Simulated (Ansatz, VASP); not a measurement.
# One calculation of H2CO, two programs

```
O C H
1.0
     6.41507    0.00000    0.00000
     0.00000    6.41507    0.00000
     0.00000    0.00000    6.41507
O C H
3 3 6
Direct
  0.70857 0.03261 0.59807
  0.09253 0.65160 0.78912
  0.12850 0.86976 0.28426
  0.56002 0.12483 0.57037
  0.92606 0.61066 0.83362
  0.30147 0.88539 0.25092
  0.08751 0.17186 0.88741
  0.14418 0.12817 0.79477
  0.54542 0.22724 0.05955
  0.58475 0.33541 0.03748
  0.62690 0.61760 0.39844
  0.60249 0.50893 0.43490
```

Alike in both runs: functional PBE; k mesh 1 × 1 × 1; occupations fermi-dirac, width 0.02 eV; no spin polarisation.

Ansatz relaxed the structure, and its values are those at the end. VASP's run is a single point on that final structure, the one shown.

```csv
,VASP,Ansatz
version,VASP 6.6.1,Ansatz 0.2.0
potentials or method,"VASP PAW PBE potentials, release 64 (O, C, H), cutoff 520 eV","scalar-relativistic, plane waves, PAW"
valence electrons in the cell,36,36
```

VASP gave:

| Item | Value |
| --- | --- |
| rms of the force components (eV/Å) | 0.392 |

Task: What did Ansatz give for the same quantities?

Result: rms of the force components (eV/Å): 0.032.

One of these differences is far larger than is usual between the two programs; its cause wasn't traced.

Noted on VASP's run: the standard files for N, O and F lose accuracy on very short bonds.
